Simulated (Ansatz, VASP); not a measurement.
Two plane-wave programs on CdF2

File INCAR:

```
PREC     = Accurate       # precision mode
ENCUT    = 520            # plane-wave cutoff, eV
EDIFF    = 1E-6           # SCF threshold, eV
ISMEAR   = 0              # smearing method
SIGMA    = 0.05           # smearing width, eV
LREAL    = F              # projectors in reciprocal space
LASPH    = T              # aspherical terms in the spheres
NELM     = 60             # most SCF steps
ALGO     = Normal         # electronic algorithm
ISIF     = 2              # what is computed and relaxed
LWAVE    = F              # write WAVECAR
LCHARG   = F              # write CHGCAR
GGA      = PS             # functional
NBANDS   = 20             # bands
```

KPOINTS

```
Automatic mesh
0
Gamma
  8 8 8
```

Contents of POSCAR:

```
CdF2
1.0
    1.4254861447      3.5637153617      3.5637153617
    3.5637153617      1.4254861447      3.5637153617
    3.5637153617      3.5637153617      1.4254861447
Cd F
1 2
Direct
    0.0000000000      0.0000000000      0.0000000000
    0.2500000000      0.2500000000      0.2500000000
    0.7500000000      0.7500000000      0.7500000000
```

Input for Ansatz:

```yaml
crystal:
  lattice:
    - [1.4254861447, 3.5637153617, 3.5637153617]
    - [3.5637153617, 1.4254861447, 3.5637153617]
    - [3.5637153617, 3.5637153617, 1.4254861447]
  atoms:
    - { symbol: Cd, position: [0.0, 0.0, 0.0] }
    - { symbol: F, position: [0.25, 0.25, 0.25] }
    - { symbol: F, position: [0.75, 0.75, 0.75] }
basis:
  ecutwfc: 420
kpoints:
  mp_grid: { grid: [8, 8, 8] }
hamiltonian:
  xc: pbesol
scf:
  occupations: { method: gaussian, width: 0.05 }
output:
  forces: true
  stress: true
  eigenvalues: true
```

Alike in both runs: task single point; functional PBEsol; k mesh 8 × 8 × 8; occupations gaussian, width 0.05 eV; no spin polarisation.

|  | VASP | Ansatz |
| --- | --- | --- |
| version | VASP 6.6.1 | Ansatz 0.2.0 |
| potentials or method | VASP PAW PBE potentials, release 64 (Cd, F), cutoff 520 eV | scalar-relativistic, plane waves, PAW |
| valence electrons in the cell | 26 | 34 |

```csv
,VASP,Ansatz,Ansatz less VASP
gap on the k mesh at the Fermi level (eV),3.30,3.36,+0.051
least direct gap on the mesh (eV),3.36,3.41,+0.051
pressure (GPa),24.6,22.4,-2.19
"traceless stress, the component that is largest in VASP (GPa)",-6.63,-6.42,+0.211
rms of the force components (eV/Å),0.505,0.405,-0.0996
```

VASP's potentials were made for PBE, not for PBEsol. Atom by atom the forces differ by 0.100 eV/Å (rms over components). VASP's potentials hold 26 valence electrons a cell and Ansatz's 34, so a difference there can come from the potentials and not from the codes.
